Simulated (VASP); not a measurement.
BaTiO3: single point with PBE+U

The system is BaTiO3.

```
CELL_PARAMETERS angstrom
4.00822 0.00000 0.00000
0.00000 2.87328 2.88592
0.00000 -2.87328 2.88592
ATOMIC_POSITIONS crystal
Ba 0.00000 0.00808 0.00808
Ti 0.50000 0.51971 0.51971
O 0.00000 0.45264 0.45264
O 0.50000 0.49381 0.98300
O 0.50000 0.98300 0.49381
```

This cell differs from its parent crystal: atom 3 (O) moved by (+0.000, -0.225) A along y and z.

```
Program             : VASP 6.6.1
Task                : single point
Functional          : PBE
Potentials or basis : VASP PAW PBE potentials, release 64 (Ba_sv, Ti_sv, O_h)
Cutoff              : 1340 eV
k mesh              : 6 × 6 × 6
Occupations         : gaussian, width 0.05 eV
Spin                : no spin polarisation
Hubbard terms       : Ti d U = 4.0 eV
```

The pressure is 3.4 GPa, the largest force is 1.459 eV/Å and the band gap on the k mesh is 2.46 eV (least direct gap 2.95 eV).

Forces on the atoms (eV/Å):
```
Ba   0.000  0.000 -0.382
Ti   0.000  0.000 -0.923
O    0.000  0.000  1.459
O    0.000  0.207 -0.077
O    0.000 -0.207 -0.077
```

Stress tensor (GPa, compression positive):
```
1.59 0.00 0.00
0.00 3.51 0.00
0.00 0.00 5.17
```

Levels at points of the mesh, in eV from the valence-band top:
| k point | band 18 | band 19 | band 20 | band 21 | band 22 | band 23 |
| --- | --- | --- | --- | --- | --- | --- |
| (0.00, 0.00, 0.00) | -0.75 | -0.55 | -0.49 | 2.46 | 2.68 | 3.17 |
| (0.50, 0.00, 0.00) | -1.38 | -1.13 | -1.08 | 2.77 | 3.42 | 3.96 |
| (0.00, 0.50, 0.00) | -1.66 | -1.00 | -0.89 | 2.93 | 3.92 | 4.07 |
| (0.50, 0.50, 0.00) | -1.04 | -0.99 | -0.12 | 3.74 | 3.94 | 4.20 |
| (0.00, 0.50, 0.50) | -1.02 | -0.82 | -0.27 | 3.93 | 4.18 | 4.28 |
| (0.50, 0.50, 0.50) | -0.19 | -0.17 | 0.00 | 4.14 | 4.45 | 4.47 |

Eigenvalues of the final occupation matrices:
```
    site  spin  trace               eigenvalues
site 2 d     1   0.80  0.11 0.11 0.11 0.23 0.24
site 2 d     2   0.80  0.11 0.11 0.11 0.23 0.24
```

Run time: 4 min on 1 thread of Intel(R) Xeon(R) Platinum 8488C (Sapphire Rapids), with other jobs on the host, peak memory 0.61 GiB.

Caveat: the cell differs from its parent crystal (atom 3 (O) moved by (+0.000, -0.225) A along y and z); the cell stands under pressure; spin-orbit coupling is left out, which moves the levels of the heavy elements; forces of over 1 eV/Å act on the atoms, so gaps and moduli don't describe the material at rest. A k mesh can miss the band edges.
